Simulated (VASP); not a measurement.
# Ba (I4/mmm) in VASP: a series of runs

The runs below take Ba through single point, with PBE.

Everything below comes from runs of VASP 6.6.1. Logs are shortened: lines on timing, memory, paths and dates and some standing lists are left out, and cuts for length are marked.

### Step 1. The cell of the first run

The typed cell holds 1 atom: a = 4.348 Å, b = 4.348 Å, c = 4.348 Å, α = 109.46°, β = 109.46°, γ = 109.49°.

The cell was generated, and may not be a known phase.

### Step 2. Single point, PBE

INCAR reads:

```
PREC     = Accurate       # precision mode
ENCUT    = 520            # plane-wave cutoff, eV
EDIFF    = 1E-7           # SCF threshold, eV
ISMEAR   = 0              # smearing method
SIGMA    = 0.1            # smearing width, eV
LREAL    = False          # projectors in reciprocal space
LASPH    = True           # aspherical terms in the spheres
NELM     = 100            # most SCF steps
ALGO     = Fast           # electronic algorithm
ISIF     = 2              # what is computed and relaxed
LWAVE    = False          # write WAVECAR
LCHARG   = True           # write CHGCAR
GGA      = PE             # functional
LELF     = True           # ELF
LVHAR    = True         
NBANDS   = 11             # bands
```

KPOINTS reads:

```
regular mesh
0
Gamma
  16 16 16
```

POSCAR reads:

```
Ba
1.0
   -2.5105520357      2.5105520357      2.5098130525
    2.5105520357     -2.5105520357      2.5098130525
    2.5105520357      2.5105520357     -2.5098130525
Ba
1
Direct
    0.0000000000      0.0000000000      0.0000000000
```

Potentials or basis: VASP PAW PBE potentials, release 64 (Ba_sv).

Started as:

```console
$ cat potpaw_PBE.64/Ba_sv/POTCAR > POTCAR
$ mpirun -np 1 vasp_std > vasp.out
```

OUTCAR:

```text
PREC = Accurate
   ENCUT = 520
   EDIFF = 1E-7
   ISMEAR = 0
   LREAL = False
   LASPH = True
   NELM = 100
   ISIF = 2
   GGA = PE

 ion  position               nearest neighbor table
   1  0.000  0.000  0.000-

  LATTYP: Found a body centered tetragonal cell.
 ALAT       =     5.0211040714
 C/A-ratio  =     0.9997056491

  Lattice vectors:

 A1 = (  -2.5105520357,   2.5105520357,   2.5098130525)
 A2 = (   2.5105520357,  -2.5105520357,   2.5098130525)
 A3 = (   2.5105520357,   2.5105520357,  -2.5098130525)

Analysis of symmetry for initial positions (statically):
=====================================================================
 Subroutine PRICEL returns:
 Original cell was already a primitive cell.

 Routine SETGRP: Setting up the symmetry group for a
 body centered tetragonal supercell.

 Subroutine GETGRP returns: Found 16 space group operations
 (whereof 16 operations were pure point group operations)
 out of a pool of 16 trial point group operations.

The static configuration has the point symmetry D_4h.

Analysis of symmetry for dynamics (positions and initial velocities):
=====================================================================
 Subroutine PRICEL returns:
 Original cell was already a primitive cell.

 Routine SETGRP: Setting up the symmetry group for a
 body centered tetragonal supercell.

 Subroutine GETGRP returns: Found 16 space group operations
 (whereof 16 operations were pure point group operations)
 out of a pool of 16 trial point group operations.

The dynamic configuration has the point symmetry D_4h.

 Subroutine INISYM returns: Found 16 space group operations
 (whereof 16 operations are pure point group operations),
 and found     1 'primitive' translations

----------------------------------------------------------------------------------------

                                     Primitive cell

  volume of cell :      63.2761

  direct lattice vectors                    reciprocal lattice vectors
    -2.510552036  2.510552036  2.509813053     0.000000000  0.199159385  0.199218025
     2.510552036 -2.510552036  2.509813053     0.199159385  0.000000000  0.199218025
     2.510552036  2.510552036 -2.509813053     0.199159385  0.199159385  0.000000000

  length of vectors
     4.347977071  4.347977071  4.347977071     0.281695371  0.281695371  0.281653904

  position of ions in fractional coordinates (direct lattice)
     0.000000000  0.000000000  0.000000000

  ion indices of the primitive-cell ions
   primitive index   ion index
                 1           1

----------------------------------------------------------------------------------------

 KPOINTS: regular mesh

Automatic generation of k-mesh.
 Grid dimensions read from file:
 generate k-points for:   16   16   16

 Generating k-lattice:

  Cartesian coordinates                     Fractional coordinates (reciprocal lattice)
     0.000000000  0.012447462  0.012451127     0.062500000  0.000000000  0.000000000
     0.012447462  0.000000000  0.012451127     0.000000000  0.062500000  0.000000000
     0.012447462  0.012447462  0.000000000     0.000000000  0.000000000  0.062500000

  Length of vectors
     0.017605961  0.017605961  0.017603369

  Shift w.r.t. Gamma in fractional coordinates (k-lattice)
     0.000000000  0.000000000  0.000000000

 Subroutine IBZKPT returns following result:
 ===========================================

 Found    349 irreducible k-points:

 Following reciprocal coordinates:
            Coordinates               Weight
  0.000000  0.000000  0.000000      1.000000
  0.062500  0.000000  0.000000      8.000000
  0.125000  0.000000  0.000000      8.000000
  0.187500  0.000000 -0.000000      8.000000
  0.250000  0.000000  0.000000      8.000000
  0.312500  0.000000 -0.000000      8.000000
[... 16 lines left out ...]
 -0.125000  0.062500 -0.000000     16.000000
 -0.062500  0.062500  0.000000      4.000000
 [... further k-points ...]
   k-points           NKPTS =    349   k-points in BZ     NKDIM =    349   number of bands    NBANDS=     11
   number of dos      NEDOS =    301   number of ions     NIONS =      1
   total plane-waves  NPLWV =  32768
   dimension x,y,z NGX =    32 NGY =   32 NGZ =   32
   dimension x,y,z NGXF=    64 NGYF=   64 NGZF=   64
   ions per type =               1
   NGX,Y,Z   is equivalent  to a cutoff of  12.24, 12.24, 12.24 a.u.
   NGXF,Y,Z  is equivalent  to a cutoff of  24.47, 24.47, 24.47 a.u.
 SYSTEM =  unknown system
   PREC   = accura    normal or accurate (medium, high low for compatibility)
   ISTART =      0    job   : 0-new  1-cont  2-samecut
   ICHARG =      2    charge: 1-file 2-atom 10-const
   ISPIN  =      1    spin polarized calculation?
   LNONCOLLINEAR =      F non collinear calculations
   LSORBIT =      F    spin-orbit coupling
   LASPH  =      T    aspherical Exc in radial PAW
   ENCUT  =  520.0 eV  38.22 Ry    6.18 a.u.   8.08  8.08  8.08*2*pi/ulx,y,z
   NELM   =    100;   NELMIN=  2; NELMDL= -5     # of ELM steps
   EDIFF  = 0.1E-06   stopping-criterion for ELM
   LREAL  =      F    real-space projection
   EDIFFG = 0.1E-05   stopping-criterion for IOM
   NSW    =      0    number of steps for IOM
   IBRION =     -1    ionic relax: 0-MD 1-quasi-New 2-CG
   NFREE  =      0    steps in history (QN), initial steepest desc. (CG)
   ISIF   =      2    stress and relaxation
   ISYM   =      2    0-nonsym 1-usesym 2-fastsym
   POTIM  = 0.5000    time-step for ionic-motion
   TEBEG  =    0.0;   TEEND  =   0.0 temperature during run
   PSTRESS=    0.0 pullay stress
   NELECT =      10.0000    total number of electrons
   NUPDOWN=      -1.0000    fix difference up-down
   EMIN   =  10.00;   EMAX   =-10.00  energy-range for DOS
   EFERMI =   0.00;   METHOD = LEGACY
   ISMEAR =     0;   SIGMA  =   0.10  broadening in eV -4-tet -1-fermi 0-gaus
   EFERMI_NEDOS =   21; number of points for ismear=-14 and -15
   IALGO  =     68    algorithm
   IMIX   =      4    mixing-type and parameters
     AMIX     =   0.40;   BMIX     =  1.00
     AMIX_MAG =   1.60;   BMIX_MAG =  1.00
  volume/ion in A,a.u.               =      63.28       427.01
  Fermi-wavevector in a.u.,A,eV,Ry     =   0.885105  1.672606 10.658957  0.783411
  Thomas-Fermi vector in A             =   2.006094
   LORBIT       =      0    0 simple, 1 ext, 2 COOP (PROOUT), +10 PAW based schemes
   GGA     = PE    functional components
   LHFCALC =     F    Hartree Fock is set to
   AEXX    =    0.0000 exact exchange contribution
   IVDW    =     0    specifies the selected vdW correction
   LEPSILON=     F    determine dielectric tensor
   LRPA    =     F    only Hartree local field effects (RPA)
 non-spin polarized calculation
 RMM-DIIS sequential band-by-band and
 Gauss-broadening in eV      SIGMA  =   0.10
  energy-cutoff  :      520.00
  volume of cell :       63.28
 maximum number of plane-waves:      1730
   NGX = 17   NGY = 17   NGZ = 17

 number of electron      10.0000000 magnetization

 Free energy of the ion-electron system (eV)
  ---------------------------------------------------
  ext. energy  EPLUGINS =         0.00000000
  ---------------------------------------------------
  free energy    TOTEN  =        -1.91103045 eV

  energy without entropy =       -1.90490991  energy(sigma->0) =       -1.90797018

 E-fermi :   1.6232     XC(G=0):  -7.3951

 val. band max:        1.6195552895   @ k =  -0.3125   0.3750   0.3125
 cond. band min:       1.6527319795   @ k =  -0.3125  -0.4375   0.1250
 fundamental gap:      0.0331766900
 Fermi energy:         1.6231751248

 k-point     1 :       0.0000    0.0000    0.0000
  band No.  band energies     occupation
      1     -27.2605      2.00000
      2     -12.2124      2.00000
      3     -12.2124      2.00000
      4     -12.2124      2.00000
      5      -1.1165      2.00000
      6       3.4562      0.00000
      7       3.4579      0.00000
      8       3.4579      0.00000
      9       4.8515      0.00000
     10       4.8541      0.00000
     11       8.5545      0.00000

 k-point     2 :       0.0625    0.0000    0.0000
  band No.  band energies     occupation
      1     -27.2589      2.00000
      2     -12.2310      2.00000
      3     -12.2181      2.00000
      4     -12.2125      2.00000
      5      -1.0432      2.00000
      6       3.3955      0.00000
      7       3.4285      0.00000
      8       3.5313      0.00000
      9       4.7455      0.00000
     10       4.8467      0.00000
     11       8.6477      0.00000

 k-point     3 :       0.1250    0.0000    0.0000
  band No.  band energies     occupation
      1     -27.2544      2.00000
      2     -12.2832      2.00000
      3     -12.2343      2.00000
      4     -12.2128      2.00000
      5      -0.8310      2.00000
      6       3.2334      0.00000
      7       3.3053      0.00000
      8       3.7520      0.00000
      9       4.5699      0.00000
     10       4.8403      0.00000
     11       8.8554      0.00000

 k-point     4 :       0.1875    0.0000   -0.0000
  band No.  band energies     occupation
      1     -27.2475      2.00000
      2     -12.3597      2.00000
      3     -12.2583      2.00000
      4     -12.2133      2.00000
      5      -0.5048      2.00000
      6       3.0187      0.00000
      7       3.0617      0.00000
      8       4.1128      0.00000
      9       4.5237      0.00000
     10       4.8550      0.00000
     11       9.0333      0.00000
[... 239 lines left out ...]
 k-point    22 :      -0.1875    0.0625    0.0000
  band No.  band energies     occupation
      1     -27.2501      2.00000
      2     -12.3303      2.00000
      3     -12.2435      2.00000
      4     -12.2192      2.00000
      5      -0.6298      2.00000
      6       3.1111      0.00000
      7       3.1441      0.00000
      8       3.9830      0.00000
      9       4.4448      0.00000
     10       4.9133      0.00000
     11       8.9953      0.00000

 k-point    23 :      -0.1250    0.0625   -0.0000
  band No.  band energies     occupation
      1     -27.2558      2.00000
      2     -12.2669      2.00000
      3     -12.2242      2.00000
      4     -12.2170      2.00000
      5      -0.9003      2.00000
      6       3.3024      0.00000
      7       3.3279      0.00000
      8       3.6871      0.00000
      9       4.5819      0.00000
     10       4.8662      0.00000
     11       8.7517      0.00000

 k-point    24 :      -0.0625    0.0625    0.0000
  band No.  band energies     occupation
      1     -27.2589      2.00000
      2     -12.2310      2.00000
      3     -12.2181      2.00000
      4     -12.2125      2.00000
      5      -1.0432      2.00000
      6       3.3965      0.00000
      7       3.4268      0.00000
      8       3.5322      0.00000
      9       4.7436      0.00000
     10       4.8486      0.00000
     11       8.6481      0.00000

 [... further k-points ...]
[... 5 lines left out ...]
  --------------------------------------------------------------------------------------
  -------------------------------------------------------------------------------------
  Total        0.0208607      0.0208607      0.0214067      0.0000000      0.0000000      0.0000000
  in kB        0.5282016      0.5282016      0.5420262      0.0000000      0.0000000      0.0000000
  external PRESSURE =       0.5328098 kB  Pullay stress =       0.0000000 kB

 VOLUME and BASIS-vectors are now :
 -----------------------------------------------------------------------------
  energy-cutoff  :      520.00
  volume of cell :       63.28
      direct lattice vectors                 reciprocal lattice vectors
    -2.510552036  2.510552036  2.509813053     0.000000000  0.199159385  0.199218025
     2.510552036 -2.510552036  2.509813053     0.199159385  0.000000000  0.199218025
     2.510552036  2.510552036 -2.509813053     0.199159385  0.199159385  0.000000000

 POSITION                                       TOTAL-FORCE (eV/Angst)
 -----------------------------------------------------------------------------------
      0.00000      0.00000      0.00000         0.000000      0.000000      0.000000
 -----------------------------------------------------------------------------------
    total drift:                                0.000000      0.000000     -0.000000

  FREE ENERGIE OF THE ION-ELECTRON SYSTEM (eV)
  ---------------------------------------------------
  free  energy   TOTEN  =        -1.9110304512 eV

  energy  without entropy=       -1.9049099148  energy(sigma->0) =       -1.90797018
```

It took 4 min on 1 thread of Oxide Virtual Turin-like, shared host; peak memory 0.33 GiB.

What came out:

* Free energy: -1.9110 eV
* Pressure: 0.1 GPa
* Band gap on the k mesh: zero (bands 5 and 6 overlap by 1.06 eV)

Caveat: spin-orbit coupling is left out, which moves the levels of the heavy elements.

### Step 3. Single point, PBE (65.17 Å³/atom)

This run uses another cell than the first one, of 65.17 Å³/atom.

INCAR reads:

```
SYSTEM = Ba
  PREC = Accurate
  ENCUT = 520
  EDIFF = 1E-7
  ISMEAR = 0
  SIGMA = 0.1
  LREAL = .FALSE.
  LASPH = .TRUE.
  NELM = 80
  ALGO = Fast
  ISIF = 2
  LWAVE = .FALSE.
  LCHARG = .FALSE.
  GGA = PE
  NBANDS = 11
```

KPOINTS reads:

```
regular mesh
0
G
  16 16 16
  0 0 0
```

POSCAR reads:

```
Ba
1.0
   -2.5354106032      2.5354106032      2.5346643028
    2.5354106032     -2.5354106032      2.5346643028
    2.5354106032      2.5354106032     -2.5346643028
Ba
1
Direct
    0.0000000000      0.0000000000      0.0000000000
```

Potentials or basis: VASP PAW PBE potentials, release 64 (Ba_sv).

Started as:

```console
$ cat potpaw_PBE.64/Ba_sv/POTCAR > POTCAR
$ mpirun -np 1 vasp_std > vasp.out
```

OUTCAR:

```text
SYSTEM = Ba
   PREC = Accurate
   ENCUT = 520
   EDIFF = 1E-7
   ISMEAR = 0
   LREAL = .FALSE.
   LASPH = .TRUE.
   NELM = 80
   ISIF = 2
   GGA = PE

 ion  position               nearest neighbor table
   1  0.000  0.000  0.000-

  LATTYP: Found a body centered tetragonal cell.
 ALAT       =     5.0708212064
 C/A-ratio  =     0.9997056491

  Lattice vectors:

 A1 = (  -2.5354106032,   2.5354106032,   2.5346643028)
 A2 = (   2.5354106032,  -2.5354106032,   2.5346643028)
 A3 = (   2.5354106032,   2.5354106032,  -2.5346643028)
[... 508 lines left out ...]
      3     -12.3807      2.00000
      4     -12.3756      2.00000
      5      -1.1259      2.00000
      6       3.2688      0.00000
      7       3.2978      0.00000
      8       3.3996      0.00000
      9       4.5801      0.00000
     10       4.6805      0.00000
     11       8.4592      0.00000

 [... further k-points ...]
[... 5 lines left out ...]
  --------------------------------------------------------------------------------------
  -------------------------------------------------------------------------------------
  Total       -0.0828290     -0.0828290     -0.0823120      0.0000000      0.0000000      0.0000000
  in kB       -2.0361781     -2.0361781     -2.0234685      0.0000000      0.0000000      0.0000000
  external PRESSURE =      -2.0319416 kB  Pullay stress =       0.0000000 kB

 VOLUME and BASIS-vectors are now :
 -----------------------------------------------------------------------------
  energy-cutoff  :      520.00
  volume of cell :       65.17
      direct lattice vectors                 reciprocal lattice vectors
    -2.535410603  2.535410603  2.534664303     0.000000000  0.197206716  0.197264782
     2.535410603 -2.535410603  2.534664303     0.197206716  0.000000000  0.197264782
     2.535410603  2.535410603 -2.534664303     0.197206716  0.197206716  0.000000000

 POSITION                                       TOTAL-FORCE (eV/Angst)
 -----------------------------------------------------------------------------------
      0.00000      0.00000      0.00000         0.000000     -0.000000      0.000000
 -----------------------------------------------------------------------------------
    total drift:                               -0.000000     -0.000000      0.000000

  FREE ENERGIE OF THE ION-ELECTRON SYSTEM (eV)
  ---------------------------------------------------
  free  energy   TOTEN  =        -1.9101392459 eV

  energy  without entropy=       -1.9040566088  energy(sigma->0) =       -1.90709793
```

OSZICAR:

```text
N       E                     dE             d eps       ncg     rms          rms(c)
DAV:   1     0.556515365454E+02    0.55652E+02   -0.42056E+03  7678   0.746E+02
DAV:   2     0.954405773784E+00   -0.54697E+02   -0.53191E+02  9169   0.136E+02
DAV:   3    -0.181902459615E+01   -0.27734E+01   -0.27523E+01  9832   0.321E+01
DAV:   4    -0.190670925641E+01   -0.87685E-01   -0.87538E-01 10244   0.523E+00
DAV:   5    -0.190891632105E+01   -0.22071E-02   -0.22067E-02 10211   0.675E-01    0.157E+00
RMM:   6    -0.190906796611E+01   -0.15165E-03   -0.28031E-03  8094   0.537E-01    0.941E-01
RMM:   7    -0.190986579716E+01   -0.79783E-03   -0.74509E-03  8561   0.978E-01    0.451E-02
RMM:   8    -0.191009786229E+01   -0.23207E-03   -0.89751E-04 10463   0.201E-01    0.188E-02
RMM:   9    -0.191013307234E+01   -0.35210E-04   -0.21091E-04 11439   0.611E-02    0.100E-02
RMM:  10    -0.191013849075E+01   -0.54184E-05   -0.30864E-05 11248   0.315E-02    0.455E-03
RMM:  11    -0.191013910306E+01   -0.61231E-06   -0.65977E-06 11974   0.106E-02    0.285E-03
RMM:  12    -0.191013930630E+01   -0.20324E-06   -0.17262E-06 11195   0.130E-02    0.331E-03
RMM:  13    -0.191013920533E+01    0.10098E-06   -0.62399E-07 10830   0.589E-03    0.400E-04
RMM:  14    -0.191013924587E+01   -0.40544E-07   -0.13008E-07  7049   0.184E-03
   1 F= -.19101392E+01 E0= -.19070979E+01  d E =-.608264E-02
```

stdout:

```text
POSCAR found type information on POSCAR Ba
 POSCAR found :  1 types and       1 ions
 scaLAPACK will be used
 LDA part: xc-table for (Slater+PW92), standard interpolation
 POSCAR, INCAR and KPOINTS ok, starting setup
 FFT: planning ... GRIDC
 FFT: planning ... GRID_SOFT
 FFT: planning ... GRID
 WAVECAR not read
 entering main loop
WARNING in EDDRMM: call to ZHEGV failed, returncode =   6  3     10
WARNING in EDDRMM: call to ZHEGV failed, returncode =   8  4      7
WARNING in EDDRMM: call to ZHEGV failed, returncode =   8  4      8
WARNING in EDDRMM: call to ZHEGV failed, returncode =   6  3      7
WARNING in EDDRMM: call to ZHEGV failed, returncode =   6  3      7
WARNING in EDDRMM: call to ZHEGV failed, returncode =   6  3      9
WARNING in EDDRMM: call to ZHEGV failed, returncode =   6  3      5
WARNING in EDDRMM: call to ZHEGV failed, returncode =   6  3      9
```

Wall time 8.1 min (1 thread of Oxide Virtual Turin-like, shared host); peak memory 0.36 GiB.

What came out:

| Item | Value |
| --- | --- |
| Free energy | -1.9101 eV |
| Pressure | -0.2 GPa |
| Band gap on the k mesh | zero (bands 5 and 6 overlap by 0.99 eV) |

Caveat: spin-orbit coupling is left out, which moves the levels of the heavy elements.

The gap in the log of VASP goes by the Fermi energy; the results here count the filled bands.